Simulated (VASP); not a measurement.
# GaAs (gw) (F-43m) in VASP: single point with PBE

Aim: the single point of GaAs (gw) with PBE.

Everything below comes from runs of VASP 6.6.1. Logs are shortened: lines on timing, memory, paths and dates and some standing lists are left out, and cuts for length are marked.

### Step 1. The cell of the first run

It takes space group F-43m (No. 216, cubic). The conventional cell has a = 5.745 Å, b = 5.745 Å, c = 5.745 Å, α = 90.00°, β = 90.00°, γ = 90.00°. Ga (site symmetry -43m) has 4 As at 2.49 Å within 3.3 Å. As (site symmetry -43m) has 4 Ga at 2.49 Å within 3.3 Å.

### Step 2. Single point, PBE

File INCAR:

```
SYSTEM = GaAs
PREC = Accurate
ENCUT = 500
EDIFF = 1E-6
ISMEAR = 0
SIGMA = 0.01
LREAL = .FALSE.
LASPH = .TRUE.
NELM = 120
ALGO = Normal
ISIF = 2
LWAVE = .FALSE.
LCHARG = .FALSE.
GGA = PE
NBANDS = 16
GGA_COMPAT = .FALSE.
```

File KPOINTS:

```
regular mesh
0
G
  4 4 4
  0 0 0
```

File POSCAR:

```
GaAs
1.0
    0.0000000000      2.8725648360      2.8725648360
    2.8725648360      0.0000000000      2.8725648360
    2.8725648360      2.8725648360      0.0000000000
Ga As
1 1
Direct
    0.0000000000      0.0000000000      0.0000000000
    0.7500000000      0.7500000000      0.7500000000
```

Potentials or basis: VASP PAW PBE potentials, release 64 (Ga_d, As).

Launch:

```console
cat potpaw_PBE.64/Ga_d/POTCAR potpaw_PBE.64/As/POTCAR > POTCAR
mpirun -np 1 vasp_std > vasp.out
```

OUTCAR:

```text
SYSTEM = GaAs
   PREC = Accurate
   ENCUT = 500
   EDIFF = 1E-6
   ISMEAR = 0
   LREAL = .FALSE.
   LASPH = .TRUE.
   NELM = 120
   ISIF = 2
   GGA = PE

 ion  position               nearest neighbor table
   1  0.000  0.000  0.000-   2 2.49   2 2.49   2 2.49   2 2.49
   2  0.750  0.750  0.750-   1 2.49   1 2.49   1 2.49   1 2.49

  LATTYP: Found a face centered cubic cell.
 ALAT       =     5.7451296720

  Lattice vectors:

 A1 = (   0.0000000000,   2.8725648360,   2.8725648360)
 A2 = (   2.8725648360,   0.0000000000,   2.8725648360)
 A3 = (   2.8725648360,   2.8725648360,   0.0000000000)

Analysis of symmetry for initial positions (statically):
=====================================================================
 Subroutine PRICEL returns:
 Original cell was already a primitive cell.

 Routine SETGRP: Setting up the symmetry group for a
 face centered cubic supercell.

 Subroutine GETGRP returns: Found 24 space group operations
 (whereof 24 operations were pure point group operations)
 out of a pool of 48 trial point group operations.

The static configuration has the point symmetry T_d .

Analysis of symmetry for dynamics (positions and initial velocities):
=====================================================================
 Subroutine PRICEL returns:
 Original cell was already a primitive cell.

 Routine SETGRP: Setting up the symmetry group for a
 face centered cubic supercell.

 Subroutine GETGRP returns: Found 24 space group operations
 (whereof 24 operations were pure point group operations)
 out of a pool of 48 trial point group operations.

The dynamic configuration has the point symmetry T_d .

 Subroutine INISYM returns: Found 24 space group operations
 (whereof 24 operations are pure point group operations),
 and found     1 'primitive' translations

----------------------------------------------------------------------------------------

                                     Primitive cell

  volume of cell :      47.4067

  direct lattice vectors                    reciprocal lattice vectors
     0.000000000  2.872564836  2.872564836    -0.174060475  0.174060475  0.174060475
     2.872564836  0.000000000  2.872564836     0.174060475 -0.174060475  0.174060475
     2.872564836  2.872564836  0.000000000     0.174060475  0.174060475 -0.174060475

  length of vectors
     4.062420150  4.062420150  4.062420150     0.301481586  0.301481586  0.301481586

  position of ions in fractional coordinates (direct lattice)
     0.000000000  0.000000000  0.000000000
     0.750000000  0.750000000  0.750000000

  ion indices of the primitive-cell ions
   primitive index   ion index
                 1           1
                 2           2

----------------------------------------------------------------------------------------

 KPOINTS: regular mesh

Automatic generation of k-mesh.
 Grid dimensions read from file:
 generate k-points for:    4    4    4

 Generating k-lattice:

  Cartesian coordinates                     Fractional coordinates (reciprocal lattice)
    -0.043515119  0.043515119  0.043515119     0.250000000  0.000000000  0.000000000
     0.043515119 -0.043515119  0.043515119     0.000000000  0.250000000  0.000000000
     0.043515119  0.043515119 -0.043515119     0.000000000  0.000000000  0.250000000

  Length of vectors
     0.075370397  0.075370397  0.075370397

  Shift w.r.t. Gamma in fractional coordinates (k-lattice)
     0.000000000  0.000000000  0.000000000

 Subroutine IBZKPT returns following result:
 ===========================================

 Found      8 irreducible k-points:

 Following reciprocal coordinates:
            Coordinates               Weight
  0.000000  0.000000  0.000000      1.000000
  0.250000  0.000000  0.000000      8.000000
  0.500000  0.000000  0.000000      4.000000
  0.250000  0.250000  0.000000      6.000000
  0.500000  0.250000  0.000000     24.000000
 -0.250000  0.250000  0.000000     12.000000
  0.500000  0.500000  0.000000      3.000000
 -0.250000  0.500000  0.250000      6.000000
   k-points           NKPTS =      8   k-points in BZ     NKDIM =      8   number of bands    NBANDS=     16
   number of dos      NEDOS =    301   number of ions     NIONS =      2
   total plane-waves  NPLWV =  27000
   dimension x,y,z NGX =    30 NGY =   30 NGZ =   30
   dimension x,y,z NGXF=    60 NGYF=   60 NGZF=   60
   ions per type =               1   1
   NGX,Y,Z   is equivalent  to a cutoff of  12.28, 12.28, 12.28 a.u.
   NGXF,Y,Z  is equivalent  to a cutoff of  24.55, 24.55, 24.55 a.u.
 SYSTEM =  GaAs
   PREC   = accura    normal or accurate (medium, high low for compatibility)
   ISTART =      0    job   : 0-new  1-cont  2-samecut
   ICHARG =      2    charge: 1-file 2-atom 10-const
   ISPIN  =      1    spin polarized calculation?
   LNONCOLLINEAR =      F non collinear calculations
   LSORBIT =      F    spin-orbit coupling
   LASPH  =      T    aspherical Exc in radial PAW
   ENCUT  =  500.0 eV  36.75 Ry    6.06 a.u.   7.41  7.41  7.41*2*pi/ulx,y,z
   NELM   =    120;   NELMIN=  2; NELMDL= -5     # of ELM steps
   EDIFF  = 0.1E-05   stopping-criterion for ELM
   LREAL  =      F    real-space projection
   EDIFFG = 0.1E-04   stopping-criterion for IOM
   NSW    =      0    number of steps for IOM
   IBRION =     -1    ionic relax: 0-MD 1-quasi-New 2-CG
   NFREE  =      0    steps in history (QN), initial steepest desc. (CG)
   ISIF   =      2    stress and relaxation
   ISYM   =      2    0-nonsym 1-usesym 2-fastsym
   POTIM  = 0.5000    time-step for ionic-motion
   TEBEG  =    0.0;   TEEND  =   0.0 temperature during run
   PSTRESS=    0.0 pullay stress
   NELECT =      18.0000    total number of electrons
   NUPDOWN=      -1.0000    fix difference up-down
   EMIN   =  10.00;   EMAX   =-10.00  energy-range for DOS
   EFERMI =   0.00;   METHOD = LEGACY
   ISMEAR =     0;   SIGMA  =   0.01  broadening in eV -4-tet -1-fermi 0-gaus
   EFERMI_NEDOS =   21; number of points for ismear=-14 and -15
   IALGO  =     38    algorithm
   IMIX   =      4    mixing-type and parameters
     AMIX     =   0.40;   BMIX     =  1.00
     AMIX_MAG =   1.60;   BMIX_MAG =  1.00
  volume/ion in A,a.u.               =      23.70       159.96
  Fermi-wavevector in a.u.,A,eV,Ry     =   1.185457  2.240189 19.120382  1.405308
  Thomas-Fermi vector in A             =   2.321650
   LORBIT       =      0    0 simple, 1 ext, 2 COOP (PROOUT), +10 PAW based schemes
   GGA     = PE    functional components
   LHFCALC =     F    Hartree Fock is set to
   AEXX    =    0.0000 exact exchange contribution
   IVDW    =     0    specifies the selected vdW correction
   LEPSILON=     F    determine dielectric tensor
   LRPA    =     F    only Hartree local field effects (RPA)
 non-spin polarized calculation
 Gauss-broadening in eV      SIGMA  =   0.01
  energy-cutoff  :      500.00
  volume of cell :       47.41
 maximum number of plane-waves:      1243
 NGX is ok and might be reduce to    30
   NGX = 15   NGY = 15   NGZ = 15

 number of electron      17.9999987 magnetization

 Free energy of the ion-electron system (eV)
  ---------------------------------------------------
  ext. energy  EPLUGINS =         0.00000000
  ---------------------------------------------------
  free energy    TOTEN  =        -8.10042193 eV

  energy without entropy =       -8.10042193  energy(sigma->0) =       -8.10042193

 E-fermi :   3.5956     XC(G=0):  -9.3453

 val. band max:        3.5412722765   @ k =   0.0000   0.0000   0.0000
 cond. band min:       3.6914160895   @ k =   0.0000   0.0000   0.0000
 fundamental gap:      0.1501438130
 Fermi energy:         3.5956316623

 k-point     1 :       0.0000    0.0000    0.0000
  band No.  band energies     occupation
      1     -11.2472      2.00000
      2     -11.2472      2.00000
      3     -11.2472      2.00000
      4     -11.1805      2.00000
      5     -11.1805      2.00000
      6      -8.8513      2.00000
      7       3.5413      2.00000
      8       3.5413      2.00000
      9       3.5413      2.00000
     10       3.6914      0.00000
     11       7.2207      0.00000
     12       7.2207      0.00000
     13       7.2207      0.00000
     14      10.9739      0.00000
     15      13.5146      0.00000
     16      13.5146      0.00000

 k-point     2 :       0.2500    0.0000    0.0000
  band No.  band energies     occupation
      1     -11.2804      2.00000
      2     -11.2378      2.00000
      3     -11.2378      2.00000
      4     -11.1802      2.00000
      5     -11.1802      2.00000
      6      -8.2071      2.00000
      7      -0.5234      2.00000
      8       2.9032      2.00000
      9       2.9032      2.00000
     10       4.8152      0.00000
     11       8.0531      0.00000
     12       8.0531      0.00000
     13       9.2599      0.00000
     14      12.3946      0.00000
     15      12.4685      0.00000
     16      12.4685      0.00000

 k-point     3 :       0.5000    0.0000    0.0000
  band No.  band energies     occupation
      1     -11.3099      2.00000
      2     -11.2309      2.00000
      3     -11.2309      2.00000
      4     -11.1772      2.00000
      5     -11.1772      2.00000
      6      -7.2249      2.00000
      7      -2.8677      2.00000
      8       2.4630      2.00000
      9       2.4630      2.00000
     10       4.3896      0.00000
     11       8.1258      0.00000
     12       8.1258      0.00000
     13      11.2290      0.00000
     14      13.5922      0.00000
     15      15.1509      0.00000
     16      15.1509      0.00000

 k-point     4 :       0.2500    0.2500    0.0000
  band No.  band energies     occupation
      1     -11.2979      2.00000
      2     -11.2271      2.00000
      3     -11.2271      2.00000
      4     -11.1898      2.00000
      5     -11.1751      2.00000
      6      -7.9857      2.00000
      7      -0.5346      2.00000
      8       1.9518      2.00000
      9       1.9518      2.00000
     10       5.5204      0.00000
     11       6.6599      0.00000
     12       9.9499      0.00000
     13       9.9499      0.00000
     14      10.8115      0.00000
     15      14.4930      0.00000
     16      14.6528      0.00000

 k-point     5 :       0.5000    0.2500    0.0000
  band No.  band energies     occupation
      1     -11.3207      2.00000
      2     -11.2219      2.00000
      3     -11.2176      2.00000
      4     -11.1893      2.00000
      5     -11.1745      2.00000
      6      -6.9515      2.00000
      7      -2.5698      2.00000
      8       0.4818      2.00000
      9       1.6191      2.00000
     10       5.7111      0.00000
     11       8.0747      0.00000
     12       9.6438      0.00000
     13      10.3239      0.00000
     14      13.6157      0.00000
     15      15.3075      0.00000
     16      15.7496      0.00000

 k-point     6 :      -0.2500    0.2500    0.0000
  band No.  band energies     occupation
      1     -11.3079      2.00000
      2     -11.2277      2.00000
      3     -11.2261      2.00000
      4     -11.1819      2.00000
      5     -11.1801      2.00000
      6      -7.3303      2.00000
      7      -1.9832      2.00000
      8       0.3694      2.00000
      9       2.3911      2.00000
     10       6.1332      0.00000
     11       9.0086      0.00000
     12       9.0663      0.00000
     13       9.2221      0.00000
     14      11.8564      0.00000
     15      13.6253      0.00000
     16      15.8848      0.00000

 k-point     7 :       0.5000    0.5000    0.0000
  band No.  band energies     occupation
      1     -11.3383      2.00000
      2     -11.2061      2.00000
      3     -11.2061      2.00000
      4     -11.2011      2.00000
      5     -11.1696      2.00000
      6      -6.5399      2.00000
      7      -3.0886      2.00000
      8       1.0147      2.00000
      9       1.0147      2.00000
     10       5.0662      0.00000
     11       5.1968      0.00000
     12      13.3080      0.00000
     13      13.3080      0.00000
     14      14.1065      0.00000
     15      16.3363      0.00000
     16      16.6322      0.00000

 k-point     8 :      -0.2500    0.5000    0.2500
  band No.  band energies     occupation
      1     -11.3268      2.00000
      2     -11.2215      2.00000
      3     -11.2097      2.00000
      4     -11.1894      2.00000
      5     -11.1769      2.00000
      6      -6.4922      2.00000
      7      -2.9223      2.00000
      8       0.2140      2.00000
      9       0.4010      2.00000
     10       7.9213      0.00000
     11       8.2227      0.00000
     12       8.7647      0.00000
     13       9.5351      0.00000
     14      14.2296      0.00000
     15      15.3938      0.00000
     16      16.5354      0.00000

------------------------ aborting loop because EDIFF is reached ----------------------------------------

  FORCE on cell =-STRESS in cart. coord.  units (eV):
  Direction    XX          YY          ZZ          XY          YZ          ZX
  --------------------------------------------------------------------------------------
  -------------------------------------------------------------------------------------
  Total        0.0928510      0.0928510      0.0928510     -0.0000000      0.0000000     -0.0000000
  in kB        3.1380356      3.1380356      3.1380356     -0.0000000      0.0000000     -0.0000000
  external PRESSURE =       3.1380356 kB  Pullay stress =       0.0000000 kB

 VOLUME and BASIS-vectors are now :
 -----------------------------------------------------------------------------
  energy-cutoff  :      500.00
  volume of cell :       47.41
      direct lattice vectors                 reciprocal lattice vectors
     0.000000000  2.872564836  2.872564836    -0.174060475  0.174060475  0.174060475
     2.872564836  0.000000000  2.872564836     0.174060475 -0.174060475  0.174060475
     2.872564836  2.872564836  0.000000000     0.174060475  0.174060475 -0.174060475

 POSITION                                       TOTAL-FORCE (eV/Angst)
 -----------------------------------------------------------------------------------
      0.00000      0.00000      0.00000        -0.000000     -0.000000      0.000000
      4.30885      4.30885      4.30885         0.000000      0.000000     -0.000000
 -----------------------------------------------------------------------------------
    total drift:                               -0.000000     -0.000000     -0.000000

  FREE ENERGIE OF THE ION-ELECTRON SYSTEM (eV)
  ---------------------------------------------------
  free  energy   TOTEN  =        -8.1004219262 eV

  energy  without entropy=       -8.1004219262  energy(sigma->0) =       -8.10042193
```

Wall time 10 s (1 thread of AMD EPYC 7R13 (Zen 3), shared host); peak memory 0.13 GiB.

What came out:

| Quantity | Value |
| --- | --- |
| Free energy | -8.1004 eV |
| Pressure | 0.3 GPa |
| Band gap on the k mesh | 0.15 eV, direct |

Caveat: the k points lie up to 0.47 Å⁻¹ apart.
